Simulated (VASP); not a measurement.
Set up this calculation in VASP 6.6.1, as the native input.

```
Task                               : single point
Functional                         : PBE0
Potentials or basis                : VASP PAW PBE potentials, release 64 (C)
Cutoff                             : 520 eV
k mesh                             : 4 × 4 × 11
Occupations                        : fermi-dirac, width 0.05 eV
Spin                               : no spin polarisation
Dipole correction                  : no
Grid for exact exchange (PRECFOCK) : Normal
Further INCAR settings             : ALGO = Normal; EDIFF = 1e-06; NBANDS = 8
```

C:

```
C
1.0
     4.25517    0.00000    0.00000
     0.00000    4.25517    0.00000
     0.00000    0.00000    1.28229
C
1
Direct
  0.50000 0.50000 0.50000
```

These files were run (other wordings do the same):

POSCAR

```
C
1.0
    4.2551700000      0.0000000000      0.0000000000
    0.0000000000      4.2551700000      0.0000000000
    0.0000000000      0.0000000000      1.2822900000
C
1
Direct
    0.5000000000      0.5000000000      0.5000000000
```

INCAR.step1

```
SYSTEM = C
PREC = Accurate
ENCUT = 520
EDIFF = 1E-5
ISMEAR = -1
SIGMA = 0.05
LREAL = .FALSE.
LASPH = .TRUE.
NELM = 80
ALGO = Normal
ISIF = 2
LWAVE = .TRUE.
LCHARG = .FALSE.
GGA = PE
NBANDS = 8
```

INCAR.step2

```
SYSTEM = C
PREC = Accurate
ENCUT = 520
EDIFF = 1E-6
ISMEAR = -1
SIGMA = 0.05
LREAL = .FALSE.
LASPH = .TRUE.
NELM = 80
ALGO = Normal
ISIF = 2
LWAVE = .FALSE.
LCHARG = .FALSE.
GGA = PE
LHFCALC = .TRUE.
AEXX = 0.25
PRECFOCK = Normal
ISTART = 1
NBANDS = 8
```

KPOINTS

```
regular mesh
0
G
  4 4 11
  0 0 0
```

Potentials or basis: VASP PAW PBE potentials, release 64 (C).

Launch:

```sh
$ cat potpaw_PBE.64/C/POTCAR > POTCAR
$ cp INCAR.step1 INCAR
$ mpirun -np 1 vasp_std > vasp.out
$ cp INCAR.step2 INCAR
$ mpirun -np 1 vasp_std > vasp.out
```

It gave:

```json
{
  "Pressure": "-1.7 GPa",
  "Band gap on the k mesh": "zero (band 2 reaches 8.61 eV, above the bottom of band 3 at -8.84 eV)"
}
```

Caveat: the k points lie up to 0.45 Å⁻¹ apart; the PAW data sets were made with another functional, which shifts forces and pressure a little.

Run time: 3.3 min on 1 thread of Intel(R) Xeon(R) Platinum 8259CL CPU @ 2.50GHz (Skylake/Cascade Lake), on a shared host, peak memory 0.13 GiB.
